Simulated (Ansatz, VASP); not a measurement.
## One calculation of Rh, two programs

The input INCAR:

```
SYSTEM = Rh
PREC = Accurate
ENCUT = 520
EDIFF = 1E-6
ISMEAR = -1
SIGMA = 0.1
LREAL = .False.
LASPH = .True.
NELM = 60
ALGO = Normal
ISIF = 2
LWAVE = .False.
LCHARG = .True.
GGA = PS
LELF = .True.
LVHAR = .True.
NBANDS = 22
```

The input KPOINTS:

```
Automatic mesh
0
Gamma
  14 14 13
  0 0 0
```

The input POSCAR:

```
Rh
1.0
   -2.6791075240      3.0809438969      1.3106487903
    3.0809438969     -2.6791075240      1.3106487903
    1.8737078000      1.8737078000     -0.5746847372
Rh
2
Direct
    0.0101624413      0.9898375587      1.0000000000
    0.7398375587      0.2601624413      0.5000000000
```

Input for Ansatz:

```yaml
crystal:
  lattice:
    - [-2.679107524, 3.0809438969, 1.3106487903]
    - [3.0809438969, -2.679107524, 1.3106487903]
    - [1.8737078, 1.8737078, -0.5746847372]
  atoms:
    - { symbol: Rh, position: [0.0101624413, 0.9898375587, 1.0] }
    - { symbol: Rh, position: [0.7398375587, 0.2601624413, 0.5] }
hamiltonian:
  xc: pbesol
  pseudopotentials:
    kind: paw
    azcp:
      Rh: "pseudopotentials/Rh.paw.azcp"
basis:
  ecutwfc: 420
  fft_grid_basis: typed
kpoints:
  mp_grid: { grid: [14, 14, 13], shift: [0, 0, 0] }
magnetization:
  spin_polarized: false
scf:
  occupations: { method: fermi_dirac, width: 0.1 }
  lower_state_search: "off"
output:
  stress: true
```

Alike in both runs: task single point; functional PBEsol; k mesh 14 × 14 × 13; occupations fermi-dirac, width 0.1 eV; no spin polarisation.

|  | VASP | Ansatz |
| --- | --- | --- |
| version | VASP 6.6.1 | Ansatz 0.2.0 |
| potentials or method | VASP PAW PBE potentials, release 64 (Rh_pv), cutoff 520 eV | plane waves (420 eV) with PAW, scalar-relativistic |
| valence electrons in the cell | 30 | 34 |

|  | VASP | Ansatz | Ansatz less VASP |
| --- | --- | --- | --- |
| pressure (GPa) | -9.7 | -9.6 | +0.05 |
| traceless stress, the component that is largest in VASP (GPa) | 0.93 | 0.94 | +0.009 |

VASP's potentials were made for PBE, not for PBEsol, and Ansatz warns of the same on its side. VASP's potentials hold 30 valence electrons a cell and Ansatz's 34, so a difference there can come from the potentials and not from the codes.
